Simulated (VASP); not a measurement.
Crystal: B2N.

```xyz
6
Lattice="-2.0684 2.0684 2.9023 2.0684 -2.0684 2.9023 2.0684 2.0684 -2.9023" Properties=species:S:1:pos:R:3 pbc="T T T"
B     1.3789    1.3789    0.0000
B     0.6895   -0.6895    2.9023
B    -0.6895    0.6895    2.9023
B     0.6895    0.6895    2.9023
N     0.0000    0.0000    3.8697
N     0.0000    0.0000    1.9348
```

The cell was built from a structure type or drawn by symmetry, and may not be a known phase.

| Quantity | Value |
| --- | --- |
| Program | VASP 6.6.1 |
| Task | relaxation of cell and atoms |
| Functional | PBE |
| Potentials or basis | VASP PAW PBE potentials, release 64 (B, N) |
| Cutoff | 600 eV |
| k mesh | 6 × 6 × 6 |
| Occupations | gaussian, width 0.1 eV |
| Spin | no spin polarisation |

At the start: pressure 111.5 GPa; volume 8.28 Å³/atom.

Q: Where does the relaxation end?

A: Over 46 steps the energy falls by 2178.0 meV/atom and the volume is 8.03 Å³/atom (-2.9 %); space group I4/mmm (No. 139, to 0.1 Å) before and after.

The path:
```
step  energy change (eV)  largest force (eV/Å)  pressure (GPa)  volume (Å³)
   1              0.0000               19.1284          111.45        49.67
   3             -0.7735                5.9116          -23.78       106.33
   5             -5.8041                4.4974           -0.67        84.46
   7             -3.3624                9.0565           25.13        72.96
   9             -6.9033                2.0729            2.98        80.12
  11             -6.8172                2.1528          -11.66        83.03
  13             -7.1921                0.3230           -3.75        79.09
  15             -8.5217                4.9611            1.37        61.88
  17             -8.0647                9.6903           22.23        57.41
  19             -8.1292               17.5835           56.48        47.02
  21             -8.1367               17.6348           56.82        46.95
  23             -8.1693               17.8600           58.30        46.63
  25             -8.2419               18.2116           64.83        45.37
  27             -8.4235               17.7897           63.30        45.39
  29             -9.1862               15.9614           56.70        45.48
  31            -11.4152                9.6360           35.02        45.81
  33            -12.6785                2.4365           14.38        46.32
  35            -12.7187                2.1646           12.86        46.49
  37            -12.9651                1.5528            4.19        47.86
  39            -13.0328                0.8834           -1.80        49.10
  41            -13.0623                0.1516           -2.76        48.87
  43            -13.0677                0.0672           -0.25        48.33
  45            -13.0682                0.0437           -0.04        48.22
  46            -13.0682                0.0268           -0.09        48.21
```

Final structure:
```
CELL_PARAMETERS angstrom
-1.80540 1.80540 3.69760
1.80540 -1.80540 3.69760
1.80540 1.80540 -3.69760
ATOMIC_POSITIONS crystal
B 0.24362 0.24362 0.48725
B 0.24362 0.75638 0.00000
B 0.75638 0.24362 0.00000
B 0.75638 0.75638 0.51275
N 0.85347 0.85347 0.00000
N 0.14653 0.14653 0.00000
```
